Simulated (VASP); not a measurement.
# Si3N4 in VASP: further runs, part 2 of 2

VASP 6.6.1. Earlier steps stand in the parts before.

### 5 Single point, PBE (z stretched by +2 %, then relaxed in part)

INCAR reads:

```
SYSTEM = Si3N4
PREC = Accurate
ENCUT = 520
EDIFF = 1E-6
ISMEAR = -1
SIGMA = 0.02
LREAL = .False.
LASPH = .True.
NELM = 80
ALGO = Normal
ISIF = 2
LWAVE = .False.
LCHARG = .False.
GGA = PE
NBANDS = 45
```

KPOINTS reads:

```
regular mesh
0
Gamma
  4 4 10
  0 0 0
```

POSCAR reads:

```
Si3N4
1.0
    7.5950000000      0.0000000000      0.0000000000
   -3.7975000000      6.5774629417      0.0000000000
    0.0000000000      0.0000000000      2.9603460000
Si N
6 8
Direct
    0.7685899190      0.1738639856      0.3256285037
    0.5947259334      0.7685899190      0.8256285037
    0.8261360144      0.5947259334      0.3256285037
    0.2314100810      0.8261360144      0.8256285037
    0.4052740666      0.2314100810      0.3256285037
    0.1738639856      0.4052740666      0.8256285037
    0.0315887816      0.3297380385      0.3256285412
    0.7018507431      0.0315887816      0.8256285412
    0.6702619615      0.7018507431      0.3256285412
    0.9684112184      0.6702619615      0.8256285412
    0.2981492569      0.9684112184      0.3256285412
    0.3297380385      0.2981492569      0.8256285412
    0.3333333333      0.6666666667     -0.1743711345
    0.6666666667      0.3333333333      0.3256288655
```

Potentials or basis: VASP PAW PBE potentials, release 64 (Si, N).

Launch:

```
cat potpaw_PBE.64/Si/POTCAR potpaw_PBE.64/N/POTCAR > POTCAR
mpirun -np 1 vasp_std > vasp.out
```

OUTCAR:

```text
SYSTEM = Si3N4
   PREC = Accurate
   ENCUT = 520
   EDIFF = 1E-6
   ISMEAR = -1
   LREAL = .False.
   LASPH = .True.
   NELM = 80
   ISIF = 2
   GGA = PE

 ion  position               nearest neighbor table
   1  0.769  0.174  0.326-  14 1.73   7 1.74   8 1.75   8 1.75   3 3.00   5 3.00   2 3.06   2 3.06
                             6 3.06   6 3.06
   2  0.595  0.769  0.826-  13 1.73   8 1.74   9 1.75   9 1.75   6 3.00   4 3.00   1 3.06   1 3.06
                             3 3.06   3 3.06
   3  0.826  0.595  0.326-  14 1.73   9 1.74  10 1.75  10 1.75   1 3.00   5 3.00   4 3.06   4 3.06
                             2 3.06   2 3.06
   4  0.231  0.826  0.826-  13 1.73  10 1.74  11 1.75  11 1.75   6 3.00   2 3.00   5 3.06   5 3.06
                             3 3.06   3 3.06
   5  0.405  0.231  0.326-  14 1.73  11 1.74  12 1.75  12 1.75   3 3.00   1 3.00   4 3.06   4 3.06
                             6 3.06   6 3.06
   6  0.174  0.405  0.826-  13 1.73  12 1.74   7 1.75   7 1.75   4 3.00   2 3.00   1 3.06   1 3.06
                             5 3.06   5 3.06
   7  0.032  0.330  0.326-   1 1.74   6 1.75   6 1.75
   8  0.702  0.032  0.826-   2 1.74   1 1.75   1 1.75
   9  0.670  0.702  0.326-   3 1.74   2 1.75   2 1.75
  10  0.968  0.670  0.826-   4 1.74   3 1.75   3 1.75
  11  0.298  0.968  0.326-   5 1.74   4 1.75   4 1.75
  12  0.330  0.298  0.826-   6 1.74   5 1.75   5 1.75
  13  0.333  0.667  0.826-   4 1.73   6 1.73   2 1.73
  14  0.667  0.333  0.326-   1 1.73   3 1.73   5 1.73

  LATTYP: Found a hexagonal cell.
 ALAT       =     7.5950000000
 C/A-ratio  =     0.3897756419

  Lattice vectors:

 A1 = (   7.5950000000,   0.0000000000,   0.0000000000)
 A2 = (  -3.7975000000,   6.5774629417,   0.0000000000)
 A3 = (   0.0000000000,   0.0000000000,   2.9603460000)

Analysis of symmetry for initial positions (statically):
=====================================================================
 Subroutine PRICEL returns:
 Original cell was already a primitive cell.

[... 178 lines left out ...]
  energy-cutoff  :      520.00
  volume of cell :      147.89
 maximum number of plane-waves:      4012
   NGX = 29   NGY = 29   NGZ = 11

 number of electron      63.9999996 magnetization

 Free energy of the ion-electron system (eV)
  ---------------------------------------------------
  ext. energy  EPLUGINS =         0.00000000
  ---------------------------------------------------
  free energy    TOTEN  =      -114.48961720 eV

  energy without entropy =     -114.48961720  energy(sigma->0) =     -114.48961720

 E-fermi :   7.0234     XC(G=0): -10.7437

 val. band max:        6.6329789497   @ k =   0.0000   0.0000   0.2000
 cond. band min:      10.5702675811   @ k =   0.0000   0.0000   0.0000
 fundamental gap:      3.9372886314
 Fermi energy:         7.0234330730

 k-point     1 :       0.0000    0.0000    0.0000
  band No.  band energies     occupation
      1     -11.4858      2.00000
      2     -10.0250      2.00000
      3     -10.0250      2.00000
      4      -9.4083      2.00000
      5      -9.2402      2.00000
      6      -9.2402      2.00000
[... 1117 lines left out ...]
     43      14.2383      0.00000
     44      14.2383      0.00000
 [bands above 44 left out]

------------------------ aborting loop because EDIFF is reached ----------------------------------------

  FORCE on cell =-STRESS in cart. coord.  units (eV):
  Direction    XX          YY          ZZ          XY          YZ          ZX
  --------------------------------------------------------------------------------------
  -------------------------------------------------------------------------------------
  Total        3.4518898      3.4518898     -4.0019460     -0.0000000     -0.0000000     -0.0000000
  in kB       37.3971788     37.3971788    -43.3563930     -0.0000005     -0.0000000     -0.0000000
  external PRESSURE =      10.4793216 kB  Pullay stress =       0.0000000 kB

 VOLUME and BASIS-vectors are now :
 -----------------------------------------------------------------------------
  energy-cutoff  :      520.00
  volume of cell :      147.89
      direct lattice vectors                 reciprocal lattice vectors
     7.595000000  0.000000000  0.000000000     0.131665569  0.076017152  0.000000000
    -3.797500000  6.577462942  0.000000000     0.000000000  0.152034304  0.000000000
     0.000000000  0.000000000  2.960346000     0.000000000  0.000000000  0.337798352

 POSITION                                       TOTAL-FORCE (eV/Angst)
 -----------------------------------------------------------------------------------
      5.17719      1.14358      0.96397         0.001714      0.003031     -0.000000
      1.59822      5.05537      2.44415        -0.001767      0.003000     -0.000000
      4.01603      3.91179      0.96397        -0.003482     -0.000031     -0.000000
     -1.37969      5.43388      2.44415        -0.001714     -0.003031     -0.000000
      2.19928      1.52209      0.96397         0.001767     -0.003000     -0.000000
     -0.21853      2.66568      2.44415         0.003482      0.000031     -0.000000
     -1.01226      2.16884      0.96397        -0.000881      0.005109     -0.000000
      5.21060      0.20777      2.44415        -0.004865      0.001792     -0.000000
      2.42536      4.61640      0.96397        -0.003984     -0.003317     -0.000000
      4.80976      4.40862      2.44415         0.000881     -0.005109     -0.000000
     -1.41310      6.36969      0.96397         0.004865     -0.001792     -0.000000
      1.37214      1.96107      2.44415         0.003984      0.003317     -0.000000
     -0.00000      4.38498      2.44415         0.000000      0.000000      0.000000
      3.79750      2.19249      0.96397         0.000000     -0.000000      0.000000
 -----------------------------------------------------------------------------------
    total drift:                               -0.000000     -0.000000     -0.002112

  FREE ENERGIE OF THE ION-ELECTRON SYSTEM (eV)
  ---------------------------------------------------
  free  energy   TOTEN  =      -114.4896171964 eV

  energy  without entropy=     -114.4896171964  energy(sigma->0) =     -114.48961720
```

Run time: 2.6 min. Hardware: 1 thread of Intel Xeon Platinum 8259CL at 2.50GHz (Skylake/Cascade Lake), shared host; peak memory 0.31 GiB.

Results:

```
Free energy            : -114.4896 eV
Pressure               : 1.0 GPa
Largest force          : 0.005 eV/Å
Band gap on the k mesh : 3.94 eV (least direct gap 4.26 eV)
```

Forces in eV/Å, atoms in the order of the input:
```
Si   0.002  0.003  0.000
Si  -0.002  0.003  0.000
Si  -0.003  0.000  0.000
Si  -0.002 -0.003  0.000
Si   0.002 -0.003  0.000
Si   0.003  0.000  0.000
N   -0.001  0.005  0.000
N   -0.005  0.002  0.000
N   -0.004 -0.003  0.000
N    0.001 -0.005  0.000
N    0.005 -0.002  0.000
N    0.004  0.003  0.000
N    0.000  0.000  0.000
N    0.000  0.000  0.000
```

Caveat: the cell differs from its parent crystal (z stretched by +2 %, then relaxed in part).

### 6 Summary

```csv
cell,gap on the mesh (eV),pressure (GPa),largest force (eV/Å)
"a = 7.595, b = 7.595, c = 2.902 Å, angles 90.0, 90.0, 120.0°, 14 atoms, atomic positions A",4.35,6.2,0.01
"a = 7.595, b = 7.595, c = 2.931 Å, angles 90.0, 90.0, 120.0°, 14 atoms, atomic positions B",4.14,3.6,0.01
"a = 7.645, b = 7.645, c = 2.922 Å, angles 90.0, 90.0, 120.0°, 14 atoms, atomic positions A",4.27,1.2,0.02
"a = 7.595, b = 7.595, c = 2.960 Å, angles 90.0, 90.0, 120.0°, 14 atoms, atomic positions B",3.94,1.0,0.01
```

Alike in all rows: task single point; level PBE; potentials or basis VASP PAW PBE potentials, release 64 (Si, N); no spin polarisation; k mesh 4 × 4 × 10; cutoff (eV) 520; smearing fermi-dirac 0.02 eV.

Caveats: the cell stands under pressure (at least some runs).

Total energies depend on the potentials used, so only differences within one code and one set of settings carry meaning.
